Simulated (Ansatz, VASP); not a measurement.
**W in VASP and in Ansatz**

The input INCAR:

```
ALGO = Fast ; EDIFF = 1E-7
ENCUT = 520 ; GGA = PE
ISIF = 2 ; ISMEAR = -1
LASPH = T ; LCHARG = F
LREAL = F ; LWAVE = F
NBANDS = 13 ; NELM = 80
PREC = Accurate ; SIGMA = 0.4
```

File KPOINTS:

```
k-points
0
Gamma
  20 20 20
```

POSCAR

```
W
1.0
   -1.6771650000      1.6771650000      1.5573675000
    1.6771650000     -1.6771650000      1.5573675000
    1.6771650000      1.6771650000     -1.5573675000
W
1
Direct
    0.0000000000      0.0000000000      0.0000000000
```

Input for Ansatz:

```yaml
crystal:
  lattice:
    - [-1.677165, 1.677165, 1.5573675]
    - [1.677165, -1.677165, 1.5573675]
    - [1.677165, 1.677165, -1.5573675]
  atoms:
    - { symbol: W, position: [0.0, 0.0, 0.0] }
basis:
  ecutwfc: 420
kpoints:
  mp_grid: { grid: [20, 20, 20] }
hamiltonian:
  xc: pbe
scf:
  occupations: { method: fermi_dirac, width: 0.4 }
output:
  forces: true
  stress: true
  eigenvalues: true
```

Change from the starting cell: strain +0.050 along x and y, -0.025 along z, atoms carried along.

Alike in both runs: task single point; functional PBE; k mesh 20 × 20 × 20; occupations fermi-dirac, width 0.4 eV; no spin polarisation.

```csv
,VASP,Ansatz
version,VASP 6.6.1,Ansatz 0.2.0
potentials or method,"VASP PAW PBE potentials, release 64 (W_sv), cutoff 520 eV","scalar-relativistic, plane waves, PAW"
valence electrons in the cell,14,14
```

```tsv
	VASP	Ansatz	Ansatz less VASP
gap on the k mesh at the Fermi level (eV)	none	none	-
pressure (GPa)	-18.1	-18.4	-0.28
traceless stress, the component that is largest in VASP (GPa)	10.20	10.20	-0.002
```

A gap of «none» marks a metal or a gap that the smearing closes.

Spin-orbit coupling is off throughout.
